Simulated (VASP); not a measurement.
# Ru8N in VASP: single point with PBE+D3(BJ)

Aim: the single point of Ru8N with PBE+D3(BJ).

Program: VASP 6.6.1. These are calculated values, not measurements. Logs are shortened: lines on timing, memory, paths and dates and some standing lists are left out, and cuts for length are marked.

### 1 The cell of the first run

The cell holds a slab with vacuum, 18 atoms: a = 5.395 Å, b = 5.395 Å, c = 25.038 Å, α = 90.00°, β = 90.00°, γ = 120.00°.

### 2 Single point, PBE+D3(BJ)

File INCAR:

```
PREC = Accurate
ENCUT = 520
EDIFF = 1E-6
ISMEAR = 0
SIGMA = 0.1
LREAL = F
LASPH = T
NELM = 120
ALGO = Normal
ISIF = 2
LWAVE = F
LCHARG = F
LDIPOL = T
IDIPOL = 3
DIPOL = 0.5 0.5 0.317
GGA = PE
IVDW = 12
NBANDS = 132
GGA_COMPAT = F
NELMDL = -8
KPAR = 4
```

File KPOINTS:

```
regular mesh
0
Gamma
  6 6 1
```

File POSCAR:

```
Ru8N
1.0
    5.3951895594      0.0000000000      0.0000000000
   -2.6975947797      4.6723712167      0.0000000000
    0.0000000000      0.0000000000     25.0383144398
Ru N
16 2
Direct
    0.3333333333      0.1666666667      0.1597551628
    0.3333333333      0.6666666667      0.1597551628
    0.8333333333      0.1666666667      0.1597551628
    0.8333333333      0.6666666667      0.1597551628
    0.1666666667      0.3333333333      0.2449409688
    0.1666666667      0.8333333333      0.2449409688
    0.6666666667      0.3333333333      0.2449409688
    0.6666666667      0.8333333333      0.2449409688
    0.3333333333      0.1666666667      0.3299719610
    0.3333333333      0.6666666667      0.3299719610
    0.8333333333      0.1666666667      0.3299719610
    0.8333333333      0.6666666667      0.3299719610
    0.1666666667      0.3333333333      0.4128997766
    0.1666666667      0.8333333333      0.4128997766
    0.6666666667      0.3333333333      0.4128997766
    0.6666666667      0.8333333333      0.4128997766
    0.1666666667      0.5000000000      0.5327161488
    0.1666666667      0.5000000000      0.5766488185
```

Potentials or basis: VASP PAW PBE potentials, release 64 (Ru_pv, N).

Run with:

```sh
$ cat potpaw_PBE.64/Ru_pv/POTCAR potpaw_PBE.64/N/POTCAR > POTCAR
$ mpirun -np 4 vasp_std > vasp.out
```

OUTCAR:

```text
PREC = Accurate
   ENCUT = 520
   EDIFF = 1E-6
   ISMEAR = 0
   LREAL = F
   LASPH = T
   NELM = 120
   ISIF = 2
   GGA = PE
   IVDW = 12
   NELMDL = -8
 IVDW          = 12

 ion  position               nearest neighbor table
   1  0.333  0.167  0.160-   5 2.64   7 2.64   6 2.64   3 2.70   3 2.70   2 2.70   2 2.70   4 2.70
                             4 2.70
   2  0.333  0.667  0.160-   6 2.64   8 2.64   5 2.64   4 2.70   4 2.70   3 2.70   1 2.70   1 2.70
                             3 2.70
   3  0.833  0.167  0.160-   7 2.64   5 2.64   8 2.64   1 2.70   1 2.70   2 2.70   4 2.70   4 2.70
                             2 2.70
   4  0.833  0.667  0.160-   8 2.64   6 2.64   7 2.64   2 2.70   2 2.70   1 2.70   3 2.70   3 2.70
                             1 2.70
   5  0.167  0.333  0.245-   9 2.64  11 2.64  10 2.64   1 2.64   3 2.64   2 2.64   7 2.70   7 2.70
                             6 2.70   6 2.70   8 2.70   8 2.70
   6  0.167  0.833  0.245-  10 2.64  12 2.64   9 2.64   2 2.64   4 2.64   1 2.64   8 2.70   8 2.70
                             7 2.70   5 2.70   5 2.70   7 2.70
   7  0.667  0.333  0.245-  11 2.64   9 2.64  12 2.64   3 2.64   1 2.64   4 2.64   5 2.70   5 2.70
                             6 2.70   8 2.70   8 2.70   6 2.70
   8  0.667  0.833  0.245-  12 2.64  10 2.64  11 2.64   4 2.64   2 2.64   3 2.64   6 2.70   6 2.70
                             5 2.70   7 2.70   7 2.70   5 2.70
   9  0.333  0.167  0.330-  13 2.60  15 2.60  14 2.60   5 2.64   7 2.64   6 2.64  11 2.70  11 2.70
                            10 2.70  10 2.70  12 2.70  12 2.70
  10  0.333  0.667  0.330-  14 2.60  16 2.60  13 2.60   6 2.64   8 2.64   5 2.64  12 2.70  12 2.70
                            11 2.70   9 2.70   9 2.70  11 2.70
  11  0.833  0.167  0.330-  15 2.60  13 2.60  16 2.60   7 2.64   5 2.64   8 2.64   9 2.70   9 2.70
                            10 2.70  12 2.70  12 2.70  10 2.70
  12  0.833  0.667  0.330-  16 2.60  14 2.60  15 2.60   8 2.64   6 2.64   7 2.64  10 2.70  10 2.70
                             9 2.70  11 2.70  11 2.70   9 2.70
  13  0.167  0.333  0.413-   9 2.60  11 2.60  10 2.60  15 2.70  15 2.70  16 2.70  14 2.70  14 2.70
                            16 2.70
  14  0.167  0.833  0.413-  10 2.60  12 2.60   9 2.60  16 2.70  16 2.70  13 2.70  13 2.70  15 2.70
                            15 2.70
  15  0.667  0.333  0.413-  11 2.60   9 2.60  12 2.60  13 2.70  13 2.70  16 2.70  16 2.70  14 2.70
                            14 2.70
  16  0.667  0.833  0.413-  12 2.60  10 2.60  11 2.60  14 2.70  14 2.70  15 2.70  15 2.70  13 2.70
                            13 2.70
  17  0.167  0.500  0.533-  18 1.10
  18  0.167  0.500  0.577-  17 1.10

  LATTYP: Found a hexagonal cell.
 ALAT       =     5.3951895594
 C/A-ratio  =     4.6408590772

  Lattice vectors:

 A1 = (   5.3951895594,   0.0000000000,   0.0000000000)
 A2 = (  -2.6975947797,   4.6723712167,   0.0000000000)
 A3 = (   0.0000000000,   0.0000000000,  25.0383144398)

Analysis of symmetry for initial positions (statically):
=====================================================================
 Subroutine PRICEL returns:
[... 173 lines left out ...]
  Thomas-Fermi vector in A             =   2.312433
   LORBIT       =      0    0 simple, 1 ext, 2 COOP (PROOUT), +10 PAW based schemes
   GGA     = PE    functional components
   LHFCALC =     F    Hartree Fock is set to
   AEXX    =    0.0000 exact exchange contribution
   IVDW    =    12    specifies the selected vdW correction
   LEPSILON=     F    determine dielectric tensor
   LRPA    =     F    only Hartree local field effects (RPA)
 non-spin polarized calculation
 Gauss-broadening in eV      SIGMA  =   0.10
  energy-cutoff  :      520.00
  volume of cell :      631.17
 maximum number of plane-waves:     17040
   NGX = 21   NGY = 21   NGZ = 93

 dipolmoment           0.000000      0.000000      0.005508 electrons x Angstroem

 number of electron     234.0000050 magnetization

 dipolmoment           0.000000      0.000000     -0.044667 electrons x Angstroem

 Free energy of the ion-electron system (eV)
  ---------------------------------------------------
  ext. energy  EPLUGINS =         0.00000000
  ---------------------------------------------------
  free energy    TOTEN  =      -155.92475245 eV

  energy without entropy =     -155.82691051  energy(sigma->0) =     -155.87583148

 E-fermi :   1.5334     XC(G=0):  -6.1319

 val. band max:        1.5221818791   @ k =   0.5000  -0.1667   0.0000
 cond. band min:       1.5541151454   @ k =  -0.3333   0.3333   0.0000
 fundamental gap:      0.0319332663
 Fermi energy:         1.5334368281

 k-point     1 :       0.0000    0.0000    0.0000
  band No.  band energies     occupation
      1     -42.1690      2.00000
      2     -42.1646      2.00000
      3     -42.1617      2.00000
      4     -42.1398      2.00000
      5     -42.0919      2.00000
      6     -42.0915      2.00000
[... 2629 lines left out ...]
    128       2.3688      0.00000
    129       2.3906      0.00000
 [bands above 129 left out]

------------------------ aborting loop because EDIFF is reached ----------------------------------------

 vacuum level on the upper side and lower side of the slab       (xc-potential included)        -0.314         0.003

 Edisp (eV)   -7.57868

 E8    (eV) :    -3.5549

  FORCE on cell =-STRESS in cart. coord.  units (eV):
  Direction    XX          YY          ZZ          XY          YZ          ZX
  --------------------------------------------------------------------------------------
  -------------------------------------------------------------------------------------
  Total     -11.68888   -11.70614    -1.74814     0.06704    -0.17599     0.11637
  in kB     -29.67116   -29.71495    -4.43749     0.17019    -0.44673     0.29539
  external pressure =      -21.27 kB  Pullay stress =        0.00 kB

 VOLUME and BASIS-vectors are now :
 -----------------------------------------------------------------------------
  energy-cutoff  :      520.00
  volume of cell :      631.17
      direct lattice vectors                 reciprocal lattice vectors
     5.395189559  0.000000000  0.000000000     0.185350299  0.107012045  0.000000000
    -2.697594780  4.672371217  0.000000000     0.000000000  0.214024090  0.000000000
     0.000000000  0.000000000 25.038314440     0.000000000  0.000000000  0.039938791

 POSITION                                       TOTAL-FORCE (eV/Angst)
 -----------------------------------------------------------------------------------
      1.34880      0.77873      4.00000         0.014558      0.000712      0.510291
     -0.00000      3.11491      4.00000        -0.004469      0.004394      0.530062
      4.04639      0.77873      4.00000        -0.013736      0.005503      0.513859
      2.69759      3.11491      4.00000         0.004569     -0.011553      0.508826
      0.00000      1.55746      6.13291        -0.000480     -0.004047     -0.522252
     -1.34880      3.89364      6.13291        -0.010174     -0.003533     -0.533733
[... 10 lines left out ...]
     -0.44960      2.33619     13.33831         0.050895     -0.090783     -2.202967
     -0.44960      2.33619     14.43831        -0.013950      0.024992      2.274192
 -----------------------------------------------------------------------------------
    total drift:                                0.000156      0.000026     -0.000471

  FREE ENERGIE OF THE ION-ELECTRON SYSTEM (eV)
  ---------------------------------------------------
  free  energy   TOTEN  =      -163.5034319535 eV

  energy  without entropy=     -163.4055900064  energy(sigma->0) =     -163.45451098

 vacuum level on the upper side and lower side of the slab         6.158         6.483
```

OSZICAR:

```text
N       E                     dE             d eps       ncg     rms          rms(c)
DAV:   1     0.250450137695E+04    0.25045E+04   -0.14546E+05  6760   0.167E+03
DAV:   2    -0.324764658868E+02   -0.25370E+04   -0.24700E+04  5576   0.490E+02
DAV:   3    -0.158686759041E+03   -0.12621E+03   -0.12202E+03  7988   0.896E+01
[... 34 lines left out ...]
DAV:  38    -0.155924747478E+03   -0.22600E-05   -0.12457E-07  2956   0.124E-03    0.899E-04
DAV:  39    -0.155924749767E+03   -0.22895E-05   -0.10989E-07  2944   0.886E-04    0.598E-04
DAV:  40    -0.155924751073E+03   -0.13061E-05   -0.54009E-08  2888   0.561E-04    0.412E-04
DAV:  41    -0.155924752108E+03   -0.10344E-05   -0.42543E-08  2864   0.497E-04    0.189E-04
DAV:  42    -0.155924752454E+03   -0.34656E-06   -0.22444E-08  2848   0.372E-04
   1 F= -.16350343E+03 E0= -.16345451E+03  d E =-.978419E-01
```

It took 30 min on 4 MPI ranks of Intel Xeon Platinum 8559C (Emerald Rapids), shared host; peak memory 1.4 GiB.

What came out:

| Quantity | Value |
| --- | --- |
| Free energy | -163.5034 eV |
| Largest force | 2.274 eV/Å |
| Band gap on the k mesh | zero (bands 117 and 118 overlap by 1.25 eV) |
| Dispersion energy per atom | -0.421 eV |

Forces in eV/Å, atoms in the order of the input:
```
Ru   0.015  0.001  0.510
Ru  -0.004  0.004  0.530
Ru  -0.014  0.006  0.514
Ru   0.005 -0.012  0.509
Ru   0.000 -0.004 -0.522
Ru  -0.010 -0.004 -0.534
Ru   0.004  0.013 -0.523
Ru   0.007  0.000 -0.536
Ru   0.043 -0.018  0.150
Ru   0.008  0.058 -0.070
Ru  -0.058 -0.028 -0.016
Ru  -0.006 -0.017 -0.075
Ru   0.023 -0.017  0.109
Ru  -0.048  0.076 -0.043
Ru  -0.051 -0.018 -0.030
Ru   0.051  0.026 -0.044
N    0.051 -0.091 -2.203
N   -0.014  0.025  2.274
```

Caveat: the standard files for N, O and F lose accuracy on very short bonds.

The gap in the log of VASP goes by the Fermi energy; the results here count the filled bands.